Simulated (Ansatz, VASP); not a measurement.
Two plane-wave programs on BaTiO3

Contents of INCAR:

```
SYSTEM = BaTiO3
PREC = Accurate
ENCUT = 520
EDIFF = 1E-6
ISMEAR = 0
SIGMA = 0.05
LREAL = .False.
LASPH = .True.
NELM = 80
ALGO = Normal
ISIF = 2
LWAVE = .False.
LCHARG = .False.
GGA = PE
NBANDS = 28
```

Contents of KPOINTS:

```
regular mesh
0
Gamma
  8 8 6
  0 0 0
```

Contents of POSCAR:

```
BaTiO3
1.0
    3.9255733564      0.0000000000      0.0000000000
    0.0000000000      3.9255733564      0.0000000000
    0.0000000000      0.0000000000      4.2648343547
Ba Ti O
1 1 3
Direct
    0.0000000000      0.0000000000      0.9863187693
    0.5000000000      0.5000000000      0.4690806688
    0.5000000000      0.5000000000      0.0378497747
    0.5000000000      0.0000000000      0.5173753936
    0.0000000000      0.5000000000      0.5173753936
```

Input for Ansatz:

```yaml
crystal:
  lattice:
    - [3.9255733564, 0.0, 0.0]
    - [0.0, 3.9255733564, 0.0]
    - [0.0, 0.0, 4.2648343547]
  atoms:
    - { symbol: Ba, position: [0.0, 0.0, 0.9863187693] }
    - { symbol: Ti, position: [0.5, 0.5, 0.4690806688] }
    - { symbol: O, position: [0.5, 0.5, 0.0378497747] }
    - { symbol: O, position: [0.5, 0.0, 0.5173753936] }
    - { symbol: O, position: [0.0, 0.5, 0.5173753936] }
basis:
  ecutwfc: 420
kpoints:
  mp_grid: { grid: [8, 8, 6] }
hamiltonian:
  xc: pbe
scf:
  occupations: { method: gaussian, width: 0.05 }
output:
  forces: true
  stress: true
  eigenvalues: true
```

Change from the starting cell: strain -0.015 along x and y, +0.015 along z, atoms carried along.

Alike in both runs: task single point; functional PBE; k mesh 8 × 8 × 6; occupations gaussian, width 0.05 eV; no spin polarisation.

|  | VASP | Ansatz |
| --- | --- | --- |
| version | VASP 6.6.1 | Ansatz 0.2.0 |
| potentials or method | VASP PAW PBE potentials, release 64 (Ba_sv, Ti_sv, O), cutoff 520 eV | scalar-relativistic, plane waves, PAW |
| valence electrons in the cell | 40 | 40 |

```tsv
	VASP	Ansatz	Ansatz less VASP
gap on the k mesh at the Fermi level (eV)	1.81	1.86	+0.052
least direct gap on the mesh (eV)	2.43	2.46	+0.031
pressure (GPa)	4.4	2.8	-1.68
traceless stress, the component that is largest in VASP (GPa)	-3.69	-3.59	+0.105
rms of the force components (eV/Å)	0.095	0.118	+0.0230
```

Atom by atom the forces differ by 0.027 eV/Å (rms over components).

Neither program's run includes spin-orbit coupling.
